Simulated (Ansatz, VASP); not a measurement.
# KPt in VASP and in Ansatz

File INCAR:

```
PREC = Accurate ; ENCUT = 520
EDIFF = 1E-6 ; ISMEAR = -1
SIGMA = 0.05 ; LREAL = F
LASPH = T ; NELM = 80
ALGO = Normal ; ISIF = 2
LWAVE = F ; LCHARG = T
GGA = B5 ; ALDAX = 1.0
AGGAX = 1.0 ; AGGAC = 1.0
ALDAC = 0.0 ; LELF = T
LVHAR = T ; NBANDS = 16
```

File KPOINTS:

```
regular mesh
0
Gamma
  10 10 5
```

Contents of POSCAR:

```
KPt
1.0
    3.0207210188      0.0000000000      0.0000000000
   -1.5103605094      2.6160211400      0.0000000000
    0.0000000000      0.0000000000      5.3809802105
Pt K
1 1
Direct
    0.6666666667      0.3333333333      0.0000000000
    0.0000000000      0.0000000000      0.5000000000
```

The input input.yaml:

```yaml
crystal:
  lattice:
    - [3.0207210188, 0.0, 0.0]
    - [-1.5103605094, 2.61602114, 0.0]
    - [0.0, 0.0, 5.3809802105]
  atoms:
    - { symbol: Pt, position: [0.6666666667, 0.3333333333, 0.0] }
    - { symbol: K, position: [0.0, 0.0, 0.5] }
hamiltonian:
  xc: blyp
  pseudopotentials: { kind: paw }
kpoints:
  mp_grid: { grid: [10, 10, 5] }
scf:
  occupations: { method: fermi_dirac, width: 0.05 }
output:
  forces: true
  stress: true
  eigenvalues: true
```

Alike in both runs: task single point; functional BLYP; k mesh 10 × 10 × 5; occupations fermi-dirac, width 0.05 eV; no spin polarisation.

|  | VASP | Ansatz |
| --- | --- | --- |
| version | VASP 6.6.1 | Ansatz 0.2.0 |
| potentials or method | VASP PAW PBE potentials, release 64 (Pt, K_sv) | Ansatz PAW |
| plane-wave cutoff (eV) | 520 | 420 |
| valence electrons in the cell | 19 | 27 |

|  | VASP | Ansatz | Ansatz less VASP |
| --- | --- | --- | --- |
| gap on the k mesh at the Fermi level (eV) | none | none | - |
| pressure (GPa) | 3.9 | 3.5 | -0.38 |
| traceless stress, the component that is largest in VASP (GPa) | -1.33 | -1.38 | -0.053 |

VASP's potentials were made for PBE, not for BLYP. A gap of «none» marks a metal or a gap that the smearing closes. VASP's potentials hold 19 valence electrons a cell and Ansatz's 27, so a difference there can come from the potentials and not from the codes.

Neither program's run includes spin-orbit coupling.
